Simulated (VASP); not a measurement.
The system is Ag.

```
Ag
1.0
    -1.65565    1.65565    1.65565
     1.65565   -1.65565    1.65565
     1.65565    1.65565   -1.65565
Ag
1
Cartesian
  0.0000 0.0000 0.0000
```

Program: VASP 6.6.1. Alike in all runs: task single point; cell as given; cutoff (eV) 520.

Question: Order these runs on this cell by their pressure, lowest first.
A. level r2SCAN; potentials or basis VASP PAW PBE potentials, release 64 (Ag); spin non-collinear, zero start, SOC; k mesh 8 × 8 × 8; smearing fermi-dirac 0.05 eV
B. level PBEsol-based screened hybrid; potentials or basis VASP PAW PBE potentials, release 64 (Ag); spin off; k mesh 6 × 6 × 6; smearing fermi-dirac 0.05 eV; grid for exact exchange (PRECFOCK) Normal; share of exact exchange 0.25; screening parameter 0.207 1/Å
C. level PBEsol; potentials or basis VASP PAW PBE potentials, release 64 (Ag); spin non-collinear, zero start, SOC; k mesh 8 × 8 × 8; smearing fermi-dirac 0.05 eV
D. level PBE; potentials or basis VASP PAW PBE potentials, release 64 (Ag); spin off; k mesh 13 × 13 × 13; smearing fermi-dirac 0.1 eV
E. level LDA; potentials or basis VASP PAW LDA potentials, release 64 (Ag); spin off; k mesh 9 × 9 × 9; smearing gaussian 0.005 eV

Answer: E (-11.3 GPa), C (-7.5 GPa), B (-5.2 GPa), A (-3.5 GPa), D (-0.9 GPa).

Caveats: some runs use coarse meshes; the PAW data sets were made with another functional, which shifts forces and pressure a little (some runs).
